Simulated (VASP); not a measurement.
# B (I4_1/amd) in VASP: further runs

The runs below take B through single point, with PBE, PBEsol.

All numbers are computed with VASP 6.6.1; they aren't measurements. Logs are shortened: lines on timing, memory, paths and dates and some standing lists are left out, and cuts for length are marked.

## 1. The cell of the first run

The structure is tetragonal, space group I4_1/amd (No. 141). Conventional cell: a = 4.027 Å, b = 4.027 Å, c = 1.577 Å, α = 90.00°, β = 90.00°, γ = 90.00°. B (site symmetry -4m2) has 6 B at 1.58 to 2.05 Å within 2.1 Å.

## 2. Single point, PBE

INCAR

```
ALGO = Normal ; EDIFF = 1E-6
ENCUT = 520 ; GGA = PE
ISIF = 2 ; ISMEAR = -1
LASPH = True ; LCHARG = False
LREAL = False ; LWAVE = False
NBANDS = 10 ; NELM = 60
PREC = Accurate ; SIGMA = 0.05
```

KPOINTS

```
k-points
0
Gamma
  21 21 21
```

POSCAR

```
B
1.0
   -2.0132566830      2.0132566830      0.7884444633
    2.0132566830     -2.0132566830      0.7884444633
    2.0132566830      2.0132566830     -0.7884444633
B
2
Direct
   -0.3750000000     -0.1250000000     -0.2500000000
    0.3750000000      0.1250000000      0.2500000000
```

Potentials or basis: VASP PAW PBE potentials, release 64 (B).

Run with:

```console
$ cat potpaw_PBE.64/B/POTCAR > POTCAR
$ mpirun -np 1 vasp_std > vasp.out
```

OUTCAR:

```text
EDIFF = 1E-6
   ENCUT = 520
   GGA = PE
   ISIF = 2
   ISMEAR = -1
   LASPH = True
   LREAL = False
   NELM = 60
   PREC = Accurate

 ion  position               nearest neighbor table
   1  0.625  0.875  0.750-   2 2.05   2 2.05   2 2.05   2 2.05
   2  0.375  0.125  0.250-   1 2.05   1 2.05   1 2.05   1 2.05

  LATTYP: Found a body centered tetragonal cell.
 ALAT       =     4.0265133660
 C/A-ratio  =     0.3916263981

  Lattice vectors:

 A1 = (  -2.0132566830,   2.0132566830,   0.7884444633)
 A2 = (   2.0132566830,  -2.0132566830,   0.7884444633)
 A3 = (   2.0132566830,   2.0132566830,  -0.7884444633)

Analysis of symmetry for initial positions (statically):
=====================================================================
 Subroutine PRICEL returns:
 Original cell was already a primitive cell.

 Routine SETGRP: Setting up the symmetry group for a
 body centered tetragonal supercell.

 Subroutine GETGRP returns: Found 16 space group operations
 (whereof  4 operations were pure point group operations)
 out of a pool of 16 trial point group operations.

The static configuration has the point symmetry C_2h.
 The point group associated with its full space group is D_4h.

Analysis of symmetry for dynamics (positions and initial velocities):
=====================================================================
 Subroutine PRICEL returns:
 Original cell was already a primitive cell.

 Routine SETGRP: Setting up the symmetry group for a
 body centered tetragonal supercell.

 Subroutine GETGRP returns: Found 16 space group operations
 (whereof  4 operations were pure point group operations)
 out of a pool of 16 trial point group operations.

The dynamic configuration has the point symmetry C_2h.
 The point group associated with its full space group is D_4h.

 Subroutine INISYM returns: Found 16 space group operations
 (whereof  4 operations are pure point group operations),
 and found     1 'primitive' translations

----------------------------------------------------------------------------------------

                                     Primitive cell

  volume of cell :      12.7829

  direct lattice vectors                    reciprocal lattice vectors
    -2.013256683  2.013256683  0.788444463     0.000000000  0.248353826  0.634160075
     2.013256683 -2.013256683  0.788444463     0.248353826  0.000000000  0.634160075
     2.013256683  2.013256683 -0.788444463     0.248353826  0.248353826  0.000000000

  length of vectors
     2.954327269  2.954327269  2.954327269     0.681056990  0.681056990  0.351225349

  position of ions in fractional coordinates (direct lattice)
     0.625000000  0.875000000  0.750000000
     0.375000000  0.125000000  0.250000000

  ion indices of the primitive-cell ions
   primitive index   ion index
                 1           1
                 2           2

----------------------------------------------------------------------------------------

 KPOINTS: k-points

Automatic generation of k-mesh.
 Grid dimensions read from file:
 generate k-points for:   21   21   21

 Generating k-lattice:

  Cartesian coordinates                     Fractional coordinates (reciprocal lattice)
     0.000000000  0.011826373  0.030198099     0.047619048  0.000000000  0.000000000
     0.011826373  0.000000000  0.030198099     0.000000000  0.047619048  0.000000000
     0.011826373  0.011826373  0.000000000     0.000000000  0.000000000  0.047619048

  Length of vectors
     0.032431285  0.032431285  0.016725017

  Shift w.r.t. Gamma in fractional coordinates (k-lattice)
     0.000000000  0.000000000  0.000000000

 Subroutine IBZKPT returns following result:
 ===========================================

 Found    726 irreducible k-points:

 Following reciprocal coordinates:
            Coordinates               Weight
  0.000000  0.000000  0.000000      1.000000
  0.047619  0.000000 -0.000000      8.000000
  0.095238  0.000000 -0.000000      8.000000
  0.142857  0.000000 -0.000000      8.000000
  0.190476  0.000000 -0.000000      8.000000
  0.238095  0.000000 -0.000000      8.000000
[... 16 lines left out ...]
 -0.428571  0.047619  0.000000     16.000000
 -0.380952  0.047619  0.000000     16.000000
 [... further k-points ...]
   k-points           NKPTS =    726   k-points in BZ     NKDIM =    726   number of bands    NBANDS=     10
   number of dos      NEDOS =    301   number of ions     NIONS =      2
   total plane-waves  NPLWV =  13824
   dimension x,y,z NGX =    24 NGY =   24 NGZ =   24
   dimension x,y,z NGXF=    48 NGYF=   48 NGZF=   48
   ions per type =               2
   NGX,Y,Z   is equivalent  to a cutoff of  13.51, 13.51, 13.51 a.u.
   NGXF,Y,Z  is equivalent  to a cutoff of  27.01, 27.01, 27.01 a.u.
 SYSTEM =  unknown system
   PREC   = accura    normal or accurate (medium, high low for compatibility)
   ISTART =      0    job   : 0-new  1-cont  2-samecut
   ICHARG =      2    charge: 1-file 2-atom 10-const
   ISPIN  =      1    spin polarized calculation?
   LNONCOLLINEAR =      F non collinear calculations
   LSORBIT =      F    spin-orbit coupling
   LASPH  =      T    aspherical Exc in radial PAW
   ENCUT  =  520.0 eV  38.22 Ry    6.18 a.u.   5.49  5.49  5.49*2*pi/ulx,y,z
   NELM   =     60;   NELMIN=  2; NELMDL= -5     # of ELM steps
   EDIFF  = 0.1E-05   stopping-criterion for ELM
   LREAL  =      F    real-space projection
   EDIFFG = 0.1E-04   stopping-criterion for IOM
   NSW    =      0    number of steps for IOM
   IBRION =     -1    ionic relax: 0-MD 1-quasi-New 2-CG
   NFREE  =      0    steps in history (QN), initial steepest desc. (CG)
   ISIF   =      2    stress and relaxation
   ISYM   =      2    0-nonsym 1-usesym 2-fastsym
   POTIM  = 0.5000    time-step for ionic-motion
   TEBEG  =    0.0;   TEEND  =   0.0 temperature during run
   PSTRESS=    0.0 pullay stress
   NELECT =       6.0000    total number of electrons
   NUPDOWN=      -1.0000    fix difference up-down
   EMIN   =  10.00;   EMAX   =-10.00  energy-range for DOS
   EFERMI =   0.00;   METHOD = LEGACY
   ISMEAR =    -1;   SIGMA  =   0.05  broadening in eV -4-tet -1-fermi 0-gaus
   EFERMI_NEDOS =   21; number of points for ismear=-14 and -15
   IALGO  =     38    algorithm
   IMIX   =      4    mixing-type and parameters
     AMIX     =   0.40;   BMIX     =  1.00
     AMIX_MAG =   1.60;   BMIX_MAG =  1.00
  volume/ion in A,a.u.               =       6.39        43.13
  Fermi-wavevector in a.u.,A,eV,Ry     =   1.272278  2.404257 22.023642  1.618692
  Thomas-Fermi vector in A             =   2.405165
   LORBIT       =      0    0 simple, 1 ext, 2 COOP (PROOUT), +10 PAW based schemes
   GGA     = PE    functional components
   LHFCALC =     F    Hartree Fock is set to
   AEXX    =    0.0000 exact exchange contribution
   IVDW    =     0    specifies the selected vdW correction
   LEPSILON=     F    determine dielectric tensor
   LRPA    =     F    only Hartree local field effects (RPA)
 non-spin polarized calculation
  energy-cutoff  :      520.00
  volume of cell :       12.78
 maximum number of plane-waves:       363
 NGX is ok and might be reduce to    24
   NGX = 11   NGY = 11   NGZ = 11

 number of electron       6.0000000 magnetization

 Free energy of the ion-electron system (eV)
  ---------------------------------------------------
  ext. energy  EPLUGINS =         0.00000000
  ---------------------------------------------------
  free energy    TOTEN  =       -11.26252032 eV

  energy without entropy =      -11.25956720  energy(sigma->0) =      -11.26104376

 E-fermi :   8.7728     XC(G=0): -12.4631

 val. band max:        8.7621237308   @ k =   0.4286   0.4286   0.0476
 cond. band min:       8.7798838313   @ k =  -0.3810   0.4286   0.0476
 fundamental gap:      0.0177601005
 Fermi energy:         8.7727978180

 k-point     1 :       0.0000    0.0000    0.0000
  band No.  band energies     occupation
      1      -8.7481      2.00000
      2       3.5316      2.00000
      3       3.5316      2.00000
      4       7.5458      2.00000
      5      13.6487      0.00000
      6      16.5994      0.00000
      7      16.5994      0.00000
      8      26.9553      0.00000
      9      30.7357      0.00000
     10      35.3604      0.00000

 k-point     2 :       0.0476    0.0000   -0.0000
  band No.  band energies     occupation
      1      -8.6273      2.00000
      2       3.5846      2.00000
      3       3.6051      2.00000
      4       7.6462      2.00000
      5      13.8818      0.00000
      6      16.5469      0.00000
      7      16.7265      0.00000
      8      27.2346      0.00000
      9      29.9657      0.00000
     10      34.8108      0.00000

 k-point     3 :       0.0952    0.0000   -0.0000
  band No.  band energies     occupation
      1      -8.2658      2.00000
      2       3.7318      2.00000
      3       3.8319      2.00000
      4       7.9562      2.00000
      5      14.5734      0.00000
      6      16.4108      0.00000
      7      17.1040      0.00000
      8      27.8548      0.00000
      9      28.4320      0.00000
     10      33.3332      0.00000

 k-point     4 :       0.1429    0.0000   -0.0000
  band No.  band energies     occupation
      1      -7.6661      2.00000
      2       3.9426      2.00000
      3       4.2290      2.00000
      4       8.4961      1.99213
      5      15.7033      0.00000
      6      16.2340      0.00000
      7      17.7197      0.00000
      8      26.0867      0.00000
      9      29.3851      0.00000
     10      31.3478      0.00000
[... 222 lines left out ...]
 k-point    22 :      -0.4762    0.0476    0.0000
  band No.  band energies     occupation
      1       0.3580      2.00000
      2       4.4100      2.00000
      3      10.5091      0.00000
      4      10.9503      0.00000
      5      14.1555      0.00000
      6      19.2678      0.00000
      7      19.5249      0.00000
      8      22.2874      0.00000
      9      27.7411      0.00000
     10      28.6358      0.00000

 k-point    23 :      -0.4286    0.0476    0.0000
  band No.  band energies     occupation
      1      -1.2104      2.00000
      2       4.4759      2.00000
      3       9.0286      0.01193
      4      12.1728      0.00000
      5      14.0341      0.00000
      6      18.6826      0.00000
      7      20.7436      0.00000
      8      22.8816      0.00000
      9      27.0065      0.00000
     10      29.3980      0.00000

 k-point    24 :      -0.3810    0.0476    0.0000
  band No.  band energies     occupation
      1      -2.8017      2.00000
      2       4.3205      2.00000
      3       7.6348      2.00000
      4      12.8228      0.00000
      5      14.0179      0.00000
      6      18.7058      0.00000
      7      21.2246      0.00000
      8      23.7034      0.00000
      9      24.9769      0.00000
     10      29.9531      0.00000

 [... further k-points ...]

------------------------ aborting loop because EDIFF is reached ----------------------------------------

  FORCE on cell =-STRESS in cart. coord.  units (eV):
  Direction    XX          YY          ZZ          XY          YZ          ZX
  --------------------------------------------------------------------------------------
  -------------------------------------------------------------------------------------
  Total        2.2094408      2.2094408      2.2104442      0.0000000      0.0000000      0.0000000
  in kB      276.9258844    276.9258844    277.0516542      0.0000000      0.0000000      0.0000000
  external PRESSURE =     276.9678077 kB  Pullay stress =       0.0000000 kB

 VOLUME and BASIS-vectors are now :
 -----------------------------------------------------------------------------
  energy-cutoff  :      520.00
  volume of cell :       12.78
      direct lattice vectors                 reciprocal lattice vectors
    -2.013256683  2.013256683  0.788444463     0.000000000  0.248353826  0.634160075
     2.013256683 -2.013256683  0.788444463     0.248353826  0.000000000  0.634160075
     2.013256683  2.013256683 -0.788444463     0.248353826  0.248353826  0.000000000

 POSITION                                       TOTAL-FORCE (eV/Angst)
 -----------------------------------------------------------------------------------
      2.01326      1.00663      0.59133         0.000000     -0.000000      0.000000
      0.00000      1.00663      0.19711        -0.000000      0.000000     -0.000000
 -----------------------------------------------------------------------------------
    total drift:                               -0.000000      0.000000      0.000000

  FREE ENERGIE OF THE ION-ELECTRON SYSTEM (eV)
  ---------------------------------------------------
  free  energy   TOTEN  =       -11.2625203212 eV

  energy  without entropy=      -11.2595671959  energy(sigma->0) =      -11.26104376
```

It took 32 s on 1 thread of Intel Xeon 6975P-C (Granite Rapids), shared host; peak memory 0.19 GiB.

What came out:

- Free energy: -11.2625 eV
- Pressure: 27.7 GPa
- Band gap on the k mesh: zero (bands 3 and 4 overlap by 13.40 eV)

Levels at points of the mesh, in eV from the Fermi level:
```csv
k point,band 1,band 2,band 3,band 4,band 5,band 6,band 7
"(0.00, 0.00, 0.00)",-17.52,-5.24,-5.24,-1.23,4.88,7.83,7.83
```

Caveat: the cell stands under pressure.

[end of part 1 of 2]
